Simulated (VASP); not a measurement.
Write the native input for VASP 6.6.1 that does the following.

```yaml
Task: single point
Functional: r2SCAN
Potentials_or_basis: VASP PAW PBE potentials, release 64 (Si, O)
Cutoff: 520 eV
k_mesh: 5 × 5 × 7
Occupations: fermi-dirac, width 0.01 eV
Spin: no spin polarisation
Dipole_correction: no
Further_INCAR_settings: ALGO = Normal; EDIFF = 1e-07; NBANDS = 25
```

Crystal: SiO2.

```
Si O
1.0
     4.18521    0.00000    0.00000
     0.00000    4.18521    0.00000
     0.00000    0.00000    2.66888
Si O
2 4
Cartesian
  0.0000 0.0000 0.0000
  2.0926 2.0926 1.3344
  1.2811 1.2811 0.0000
  0.8115 3.3737 1.3344
  2.9041 2.9041 0.0000
  3.3737 0.8115 1.3344
```

These files were run (other wordings do the same):

POSCAR

```
SiO2
1.0
    4.1852082683      0.0000000000      0.0000000000
    0.0000000000      4.1852082683      0.0000000000
    0.0000000000      0.0000000000      2.6688775445
Si O
2 4
Direct
    0.0000000000      0.0000000000      0.0000000000
    0.5000000000      0.5000000000      0.5000000000
    0.3061010430      0.3061010430      0.0000000000
    0.1938989570      0.8061010430      0.5000000000
    0.6938989570      0.6938989570      0.0000000000
    0.8061010430      0.1938989570      0.5000000000
```

INCAR.step1

```
SYSTEM = SiO2
PREC = Accurate
ENCUT = 520
ISMEAR = -1
SIGMA = 0.01
LREAL = .FALSE.
LASPH = .TRUE.
NELM = 60
NBANDS = 25
GGA = PE
ALGO = Normal
EDIFF = 1E-4
LWAVE = .TRUE.
LCHARG = .FALSE.
```

INCAR.step2

```
SYSTEM = SiO2
PREC = Accurate
ENCUT = 520
EDIFF = 1E-7
ISMEAR = -1
SIGMA = 0.01
LREAL = .FALSE.
LASPH = .TRUE.
NELM = 60
ALGO = Normal
ISIF = 2
LWAVE = .FALSE.
LCHARG = .FALSE.
METAGGA = R2SCAN
LMIXTAU = .TRUE.
NBANDS = 25
ISTART = 1
```

KPOINTS

```
regular mesh
0
G
  5 5 7
  0 0 0
```

Potentials or basis: VASP PAW PBE potentials, release 64 (Si, O).

Run with:

```console
$ cat potpaw_PBE.64/Si/POTCAR potpaw_PBE.64/O/POTCAR > POTCAR
$ cp INCAR.step1 INCAR
$ mpirun -np 1 vasp_std > vasp.out
$ cp INCAR.step2 INCAR
$ mpirun -np 1 vasp_std > vasp.out
```

Results of the run:

| Property | Result |
| --- | --- |
| Pressure | 0.4 GPa |
| Largest force | 0.021 eV/Å |
| Band gap on the k mesh | 6.51 eV |

Caveat: the PAW data sets were made with another functional, which shifts forces and pressure a little.

Wall time 92 s on 1 thread of Intel Xeon 8259CL, with other jobs on the host, peak memory 0.16 GiB.
